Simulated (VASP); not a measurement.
Input of a VASP 6.6.1 run:

Contents of INCAR:

```
SYSTEM = Al2Au
PREC     = Accurate       ! precision mode
ENCUT    = 520            ! plane-wave cutoff, eV
EDIFF    = 1E-8           ! SCF threshold, eV
ISMEAR   = -1             ! smearing method
SIGMA    = 0.05           ! smearing width, eV
LREAL    = .FALSE.        ! projectors in reciprocal space
LASPH    = .TRUE.         ! aspherical terms in the spheres
NELM     = 60             ! most SCF steps
ALGO     = Normal         ! electronic algorithm
ISIF     = 2              ! what is computed and relaxed
LWAVE    = .FALSE.        ! write WAVECAR
LCHARG   = .FALSE.        ! write CHGCAR
LEFG     = .TRUE.       
NBANDS   = 16             ! bands
```

Contents of KPOINTS:

```
regular mesh
0
G
  11 11 11
  0 0 0
```

File POSCAR:

```
Al2Au
1.0
    0.0000000000      3.0000000000      3.0000000000
    3.0000000000      0.0000000000      3.0000000000
    3.0000000000      3.0000000000      0.0000000000
Al Au
2 1
Direct
    0.2500000000      0.2500000000      0.2500000000
    0.7500000000      0.7500000000      0.7500000000
    0.0000000000      0.0000000000      0.0000000000
```

Potentials or basis: VASP PAW LDA potentials, release 64 (Al, Au).

Launch:

```sh
$ cat potpaw_LDA.64/Al/POTCAR potpaw_LDA.64/Au/POTCAR > POTCAR
$ mpirun -np 1 vasp_std > vasp.out
```

Q: Estimate the pressure.

A: -2.3 GPa.

Caveat: without QUAD_EFG the Cq values of the log hold for a quadrupole moment of 1 mb, not for the nuclei.
